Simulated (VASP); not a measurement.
BiSb3O2, 6 atoms in the cell. Symmetry: P6mm, No. 183, hexagonal system. The conventional cell has a = 7.162 Å, b = 7.162 Å, c = 3.307 Å, α = 90.00°, β = 90.00°, γ = 120.00°. Within 2.8 Å of Sb (site symmetry 2mm) lie 2 O at 2.15 Å. Within 4.3 Å of Bi (site symmetry 6mm) lie 2 Bi at 3.31 Å and 6 Sb at 3.58 Å and 6 O at 4.20 Å. Within 2.8 Å of O (site symmetry 3m) lie 3 Sb at 2.15 Å. The cell was built from a structure type or drawn by symmetry, and may not be a known phase.

| Property | Result |
| --- | --- |
| Program | VASP 6.6.1 |
| Task | relaxation of cell and atoms |
| Functional | PBE |
| Potentials or basis | VASP PAW PBE potentials, release 64 (Sb, Bi_d, O) |
| Cutoff | 600 eV |
| k mesh | 3 × 3 × 6 |
| Occupations | gaussian, width 0.1 eV |
| Spin | no spin polarisation |
| Dipole correction | no |
| Further INCAR settings | ALGO = Normal; EDIFF = 1e-06; IBRION = 2; EDIFFG = -0.04; NSW = 90; ISIF = 3 |

Potentials or basis: VASP PAW PBE potentials, release 64 (Sb, Bi_d, O).

Run with:

```console
$ cat potpaw_PBE.64/Sb/POTCAR potpaw_PBE.64/Bi_d/POTCAR potpaw_PBE.64/O/POTCAR > POTCAR
$ mpirun -np 1 vasp_std > vasp.out
```

Hardware: 1 thread of AMD EPYC 9R45 96-Core Processor (Zen 5), on a shared host.

How long does it take, and how much memory?

Wall time 4.1 min on 1 thread of AMD EPYC 9R45 96-Core Processor (Zen 5), on a shared host, peak memory 0.32 GiB. Counts: scf iterations 98, k points 12, ion steps 13.
